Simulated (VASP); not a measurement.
Wanted: the native input for a VASP 6.6.1 run.

* Task: single point
* Functional: PBEsol
* Potentials or basis: VASP PAW PBE potentials, release 64 (Sr_sv, O)
* Cutoff: 600 eV
* k mesh: 6 × 6 × 4
* Occupations: gaussian, width 0.5 eV
* Spin: no spin polarisation
* Dipole correction: no
* Further INCAR settings: ALGO = Normal; EDIFF = 1e-06; NBANDS = 24

The structure of SrO lies in POSCAR:

```
SrO
1.0
    4.2700309501      0.0000000000      0.0000000000
   -2.1350154750      3.6979552777      0.0000000000
    0.0000000000      0.0000000000      5.1444468281
Sr O
2 2
Direct
    0.3333333333      0.6666666667     -0.0625000000
    0.6666666667      0.3333333333      0.4375000000
    0.3333333333      0.6666666667      0.4375000000
    0.6666666667      0.3333333333      0.9375000000
```

One way to write it, as run:

INCAR

```
ALGO = Normal
EDIFF = 1E-6
ENCUT = 600
GGA = PS
GGA_COMPAT = F
ISIF = 2
ISMEAR = 0
LASPH = T
LCHARG = F
LREAL = F
LWAVE = F
NBANDS = 24
NELM = 120
PREC = Accurate
SIGMA = 0.5
```

KPOINTS

```
k-points
0
Gamma
  6 6 4
```

Potentials or basis: VASP PAW PBE potentials, release 64 (Sr_sv, O).

The run is started by

```bash
$ cat potpaw_PBE.64/Sr_sv/POTCAR potpaw_PBE.64/O/POTCAR > POTCAR
$ mpirun -np 1 vasp_std > vasp.out
```

Results of the run:

The pressure is -1.2 GPa. The band gap on the k mesh is 2.52 eV.

Caveat: so wide a smearing shifts energies and pressures; the structure was generated, so it needn't be the stable form of SrO; the PAW data sets were made with another functional, which shifts forces and pressure a little.

Wall time 65 s on 1 thread of Intel Xeon 8259CL, with other jobs on the host, peak memory 0.24 GiB.
